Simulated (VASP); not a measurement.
# La2SbAs3 (R-3m) in VASP: single point with PBE

Aim: the single point of La2SbAs3 with PBE.

Everything below comes from runs of VASP 6.6.1. Logs are shortened: lines on timing, memory, paths and dates and some standing lists are left out, and cuts for length are marked.

### Step 1. The cell of the first run

It takes space group R-3m (No. 166, trigonal). Conventional cell: a = 6.135 Å, b = 6.135 Å, c = 14.697 Å, α = 90.00°, β = 90.00°, γ = 120.00°. Within 4.7 Å of La (site symmetry 3m) lie 9 As at 3.56 Å and 3 Sb at 3.60 Å and 4 La at 3.63 to 3.76 Å. Within 4.0 Å of Sb (site symmetry -3m) lie 6 As at 3.02 Å and 6 La at 3.60 Å. Within 4.0 Å of As (site symmetry 2/m) lie 2 Sb at 3.02 Å and 4 As at 3.07 Å and 6 La at 3.56 Å.

The cell was built from a structure type or drawn by symmetry, and may not be a known phase.

### Step 2. Single point, PBE

The input, INCAR:

```
  ALGO = Normal
  EDIFF = 1E-6
  ENCUT = 520
  GGA = PE
  ISIF = 2
  ISMEAR = 0
  LASPH = True
  LCHARG = False
  LREAL = False
  LWAVE = False
  NBANDS = 30
  NELM = 100
  PREC = Accurate
  SIGMA = 0.1
```

The input, KPOINTS:

```
k-points
0
Gamma
  3 3 3
```

The input, POSCAR:

```
La2SbAs3
1.0
    3.0674081400      1.7709689200      4.8988484000
   -3.0674081400      1.7709689200      4.8988484000
    0.0000000000     -3.5419378400      4.8988484000
La Sb As
2 1 3
Direct
    0.6234436000      0.6234436000      0.6234436000
    0.3765564000      0.3765564000      0.3765564000
    0.0000000000      0.0000000000      0.0000000000
    0.0000000000      0.5000000000      0.0000000000
    0.5000000000      0.0000000000      0.0000000000
    0.0000000000      0.0000000000      0.5000000000
```

Potentials or basis: VASP PAW PBE potentials, release 64 (La, Sb, As).

Command:

```bash
$ cat potpaw_PBE.64/La/POTCAR potpaw_PBE.64/Sb/POTCAR potpaw_PBE.64/As/POTCAR > POTCAR
$ mpirun -np 1 vasp_std > vasp.out
```

OUTCAR:

```text
EDIFF = 1E-6
   ENCUT = 520
   GGA = PE
   ISIF = 2
   ISMEAR = 0
   LASPH = True
   LREAL = False
   NELM = 100
   PREC = Accurate

 ion  position               nearest neighbor table
   1  0.623  0.623  0.623-   3 3.60   3 3.60   3 3.60   2 3.63
   2  0.377  0.377  0.377-   3 3.60   3 3.60   3 3.60   1 3.63
   3  0.000  0.000  0.000-   4 3.02   5 3.02   4 3.02   5 3.02   6 3.02   6 3.02   2 3.60   1 3.60
                             2 3.60   1 3.60   2 3.60   1 3.60
   4  0.000  0.500  0.000-   3 3.02   3 3.02
   5  0.500  0.000  0.000-   3 3.02   3 3.02
   6  0.000  0.000  0.500-   3 3.02   3 3.02

  LATTYP: Found a trigonal (rhomboedric) cell.
 ALAT       =     6.0451666072
 COS(alpha) =     0.4850600580

  Lattice vectors:

 A1 = (   3.0674081400,   1.7709689200,   4.8988484000)
 A2 = (  -3.0674081400,   1.7709689200,   4.8988484000)
 A3 = (   0.0000000000,  -3.5419378400,   4.8988484000)

Analysis of symmetry for initial positions (statically):
=====================================================================
 Subroutine PRICEL returns:
 Original cell was already a primitive cell.

 Routine SETGRP: Setting up the symmetry group for a
 trigonal (rhombohedral) supercell.

 Subroutine GETGRP returns: Found 12 space group operations
 (whereof 12 operations were pure point group operations)
 out of a pool of 12 trial point group operations.

The static configuration has the point symmetry D_3d.

Analysis of symmetry for dynamics (positions and initial velocities):
=====================================================================
 Subroutine PRICEL returns:
 Original cell was already a primitive cell.

 Routine SETGRP: Setting up the symmetry group for a
 trigonal (rhombohedral) supercell.

 Subroutine GETGRP returns: Found 12 space group operations
 (whereof 12 operations were pure point group operations)
 out of a pool of 12 trial point group operations.

The dynamic configuration has the point symmetry D_3d.

 Subroutine INISYM returns: Found 12 space group operations
 (whereof 12 operations are pure point group operations),
 and found     1 'primitive' translations

----------------------------------------------------------------------------------------

                                     Primitive cell
[... 79 lines left out ...]
   NELM   =    100;   NELMIN=  2; NELMDL= -5     # of ELM steps
   EDIFF  = 0.1E-05   stopping-criterion for ELM
   LREAL  =      F    real-space projection
   EDIFFG = 0.1E-04   stopping-criterion for IOM
   NSW    =      0    number of steps for IOM
   IBRION =     -1    ionic relax: 0-MD 1-quasi-New 2-CG
   NFREE  =      0    steps in history (QN), initial steepest desc. (CG)
   ISIF   =      2    stress and relaxation
   ISYM   =      2    0-nonsym 1-usesym 2-fastsym
   POTIM  = 0.5000    time-step for ionic-motion
   TEBEG  =    0.0;   TEEND  =   0.0 temperature during run
   PSTRESS=    0.0 pullay stress
   NELECT =      42.0000    total number of electrons
   NUPDOWN=      -1.0000    fix difference up-down
   EMIN   =  10.00;   EMAX   =-10.00  energy-range for DOS
   EFERMI =   0.00;   METHOD = LEGACY
   ISMEAR =     0;   SIGMA  =   0.10  broadening in eV -4-tet -1-fermi 0-gaus
   EFERMI_NEDOS =   21; number of points for ismear=-14 and -15
   IALGO  =     38    algorithm
   IMIX   =      4    mixing-type and parameters
     AMIX     =   0.40;   BMIX     =  1.00
     AMIX_MAG =   1.60;   BMIX_MAG =  1.00
  volume/ion in A,a.u.               =      26.61       179.59
  Fermi-wavevector in a.u.,A,eV,Ry     =   1.048935  1.982200 14.970016  1.100265
  Thomas-Fermi vector in A             =   2.183877
   LORBIT       =      0    0 simple, 1 ext, 2 COOP (PROOUT), +10 PAW based schemes
   GGA     = PE    functional components
   LHFCALC =     F    Hartree Fock is set to
   AEXX    =    0.0000 exact exchange contribution
   IVDW    =     0    specifies the selected vdW correction
   LEPSILON=     F    determine dielectric tensor
   LRPA    =     F    only Hartree local field effects (RPA)
 non-spin polarized calculation
 Gauss-broadening in eV      SIGMA  =   0.10
  energy-cutoff  :      520.00
  volume of cell :      159.67
 maximum number of plane-waves:      4332
 NGX is ok and might be reduce to    48
   NGX = 23   NGY = 23   NGZ = 23

 number of electron      42.0000000 magnetization

 Free energy of the ion-electron system (eV)
  ---------------------------------------------------
  ext. energy  EPLUGINS =         0.00000000
  ---------------------------------------------------
  free energy    TOTEN  =       -30.28016482 eV

  energy without entropy =      -30.23762128  energy(sigma->0) =      -30.25889305

 E-fermi :   7.6728     XC(G=0): -10.0387

 val. band max:        7.6354385500   @ k =   0.3333  -0.0000  -0.0000
 cond. band min:       7.7102761676   @ k =   0.0000   0.0000   0.0000
 fundamental gap:      0.0748376175
 Fermi energy:         7.6728075525

 k-point     1 :       0.0000    0.0000    0.0000
  band No.  band energies     occupation
      1     -25.7749      2.00000
      2     -25.6359      2.00000
      3      -9.6759      2.00000
      4      -9.6228      2.00000
      5      -9.6228      2.00000
      6      -9.3005      2.00000
[... 187 lines left out ...]
     29       8.9707      0.00000
     30       9.0848      0.00000

------------------------ aborting loop because EDIFF is reached ----------------------------------------

  FORCE on cell =-STRESS in cart. coord.  units (eV):
  Direction    XX          YY          ZZ          XY          YZ          ZX
  --------------------------------------------------------------------------------------
  -------------------------------------------------------------------------------------
  Total       -3.1995432     -3.1995432     -3.3271531      0.0000000      0.0000000      0.0000000
  in kB      -32.1048619    -32.1048620    -33.3853250      0.0000000      0.0000000      0.0000000
  external PRESSURE =     -32.5316830 kB  Pullay stress =       0.0000000 kB

 VOLUME and BASIS-vectors are now :
 -----------------------------------------------------------------------------
  energy-cutoff  :      520.00
  volume of cell :      159.67
      direct lattice vectors                 reciprocal lattice vectors
     3.067408140  1.770968920  4.898848400     0.163004066  0.094110441  0.068043202
    -3.067408140  1.770968920  4.898848400    -0.163004066  0.094110441  0.068043202
     0.000000000 -3.541937840  4.898848400     0.000000000 -0.188220883  0.068043202

 POSITION                                       TOTAL-FORCE (eV/Angst)
 -----------------------------------------------------------------------------------
      0.00000      0.00000      9.16247         0.000000     -0.000000     -0.032922
      0.00000      0.00000      5.53408         0.000000      0.000000      0.032922
      0.00000      0.00000      0.00000         0.000000      0.000000     -0.000000
     -1.53370      0.88548      2.44942        -0.000000      0.000000     -0.000000
      1.53370      0.88548      2.44942         0.000000      0.000000      0.000000
      0.00000     -1.77097      2.44942        -0.000000      0.000000      0.000000
 -----------------------------------------------------------------------------------
    total drift:                                0.000000      0.000000      0.000000

  FREE ENERGIE OF THE ION-ELECTRON SYSTEM (eV)
  ---------------------------------------------------
  free  energy   TOTEN  =       -30.2801648173 eV

  energy  without entropy=      -30.2376212767  energy(sigma->0) =      -30.25889305
```

Run time: 99 s. Hardware: 1 thread of AMD EPYC 7R13, shared host; peak memory 0.3 GiB.

Results:

```yaml
Free_energy: -30.2802 eV
Pressure: -3.3 GPa
Largest_force: 0.033 eV/Å
Band_gap_on_the_k_mesh: zero (bands 21 and 22 overlap by 0.80 eV)
```

Forces in eV/Å, atoms in the order of the input:
```
La   0.000  0.000 -0.033
La   0.000  0.000  0.033
Sb   0.000  0.000  0.000
As   0.000  0.000  0.000
As   0.000  0.000  0.000
As   0.000  0.000  0.000
```

Caveat: the k points lie up to 0.42 Å⁻¹ apart, too coarse for converged energies and pressures of a metal; spin-orbit coupling is left out, which moves the levels of the heavy elements.
